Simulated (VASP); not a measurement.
Runs of VASP 6.6.1 on BaF2. The structure is that of space group Fm-3m (No. 225), or close to it. The cells are those of the table. 

| task | level | potentials or basis | cell | k mesh | cutoff (eV) | grid for exact exchange (PRECFOCK) | share of exact exchange | screening parameter | gap on the mesh (eV) | pressure (GPa) | relaxed volume (Å³/atom) |
| --- | --- | --- | --- | --- | --- | --- | --- | --- | --- | --- | --- |
| single point | LDA | VASP PAW LDA potentials, release 64 (Ba_sv, F) | a = 4.274 Å, angles 60.0°, 3 atoms | 6 × 6 × 6 | 600 | - | - | - | 6.73 | 1.6 | - |
| relaxation of cell and atoms | LDA | VASP PAW LDA potentials, release 64 (Ba_sv, F) | relaxed from a = 4.417 Å, angles 60.0°, 3 atoms | 6 × 6 × 6 | 600 | - | - | - | 6.64 | 0.0 | 18.78 |
| relaxation of cell and atoms | r2SCAN | VASP PAW PBE potentials, release 64 (Ba_sv, F) | relaxed from a = 4.417 Å, angles 60.0°, 3 atoms | 6 × 6 × 6 | 660 | - | - | - | 7.30 | 0.0 | 20.09 |
| relaxation of cell and atoms | PBE | VASP PAW PBE potentials, release 64 (Ba_sv, F) | relaxed from a = 4.384 Å, angles 60.0°, 3 atoms | 6 × 6 × 6 | 600 | - | - | - | (c) | 0.0 | 20.65 |
| single point | r2SCAN | VASP PAW PBE potentials, release 64 (Ba_sv, F) | a = 4.380 Å, angles 60.0°, 3 atoms | 6 × 6 × 6 | 660 | - | - | - | 7.36 | 0.9 | - |
| relaxation of cell and atoms | PBEsol | VASP PAW PBE potentials, release 64 (Ba_sv, F) | relaxed from a = 4.417 Å, angles 60.0°, 3 atoms | 6 × 6 × 6 | 600 | - | - | - | 6.69 | 0.0 | 19.63 |
| single point | PBEsol | VASP PAW PBE potentials, release 64 (Ba_sv, F) | a = 4.340 Å, angles 60.0°, 3 atoms | 6 × 6 × 6 | 600 | - | - | - | 6.77 | (a) | - |
| single point | PBE | VASP PAW PBE potentials, release 64 (Ba_sv, F) | a = 4.417 Å, angles 60.0°, 3 atoms | 6 × 6 × 6 | 600 | - | - | - | (b) | 0.9 | - |
| single point | HSE06 | VASP PAW PBE potentials, release 64 (Ba_sv, F) | a = 4.389 Å, angles 60.0°, 3 atoms | 4 × 4 × 4 | 520 | Normal | 0.25 | 0.2079 1/Å | 8.67 | 1.0 | - |

Alike in all rows: no spin polarisation; smearing fermi-dirac 0.02 eV.

Q: Fill in the values left out.

A: (a) 1.2; (b) 6.68; (c) 6.60.

Caveats: some runs use coarse meshes; spin-orbit coupling is left out, which moves the levels of the heavy elements; the PAW data sets were made with another functional, which shifts forces and pressure a little (at least some runs).

A k mesh can miss the band edges, and the runs leave out spin-orbit coupling on Ba.
